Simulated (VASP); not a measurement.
## AlGa3N4: single point with PBEsol

Crystal: AlGa3N4.

```
Al Ga N
1.0
     5.14235    0.00000    0.00010
     0.00000    3.16498    0.00000
    -0.00359    0.00000    4.65672
Al Ga N
1 3 4
Direct
  0.00060 0.50000 0.66736
  0.49912 0.50000 0.33492
  0.49903 0.00000 0.83156
  0.99986 0.00000 0.16618
  0.11967 0.50000 0.34010
  0.11765 0.00000 0.82638
  0.62044 0.00000 0.16622
  0.63123 0.50000 0.66730
```

This cell differs from its parent crystal: strain -0.1500 x Voigt [0, 0, 1, 0, 0, 0].

* Program: VASP 6.6.1
* Task: single point
* Functional: PBEsol
* Potentials or basis: VASP PAW PBE potentials, release 64 (Al, Ga_d, N)
* Cutoff: 520 eV
* k mesh: 6 × 8 × 6
* Occupations: gaussian, width 0.05 eV
* Spin: no spin polarisation

* Pressure: 51.1 GPa
* Largest force: 4.784 eV/Å
* Band gap on the k mesh: 2.55 eV, direct

Forces on the atoms (eV/Å):
```
Al  -2.005  0.000  4.049
Ga  -2.158  0.000 -3.765
Ga  -2.123  0.000 -4.203
Ga  -1.948  0.000  3.926
N    2.168  0.000 -4.217
N    1.765  0.000 -4.124
N    2.017  0.000  4.338
N    2.285  0.000  3.996
```

Stress tensor (GPa, compression positive):
```
 15.89   0.00   0.49
  0.00  26.96   0.00
  0.49   0.00 110.46
```

Levels at points of the mesh, in eV from the valence-band top:
```tsv
k point	band 28	band 29	band 30	band 31	band 32	band 33	band 34	band 35
(0.00, 0.00, 0.00)	-1.13	-0.84	-0.62	0.00	2.55	3.76	4.69	5.57
(0.50, 0.00, 0.00)	-1.36	-0.87	-0.76	-0.24	3.53	3.78	5.00	5.43
(0.00, 0.50, 0.00)	-3.13	-3.09	-2.45	-2.29	4.81	4.88	6.81	7.13
(0.50, 0.50, 0.00)	-2.88	-2.70	-2.68	-2.67	5.33	5.67	5.74	6.10
(0.00, 0.00, 0.50)	-1.83	-1.57	-1.51	-1.14	4.29	4.37	5.90	6.26
(0.50, 0.00, 0.50)	-2.57	-2.50	-2.41	-2.31	4.83	5.00	5.13	5.46
(0.00, 0.50, 0.50)	-2.36	-2.29	-1.09	-0.89	4.71	5.07	6.61	6.67
(0.50, 0.50, 0.50)	-1.99	-1.69	-1.65	-1.61	4.06	4.12	4.32	4.60
```

Wall time 10 min on 1 thread of Oxide Virtual Turin-like Processor, on a shared host, peak memory 0.32 GiB.

Caveat: the cell differs from its parent crystal (strain -0.1500 x Voigt [0, 0, 1, 0, 0, 0]); the PAW data sets were made with another functional, which shifts forces and pressure a little. A k mesh can miss the band edges.
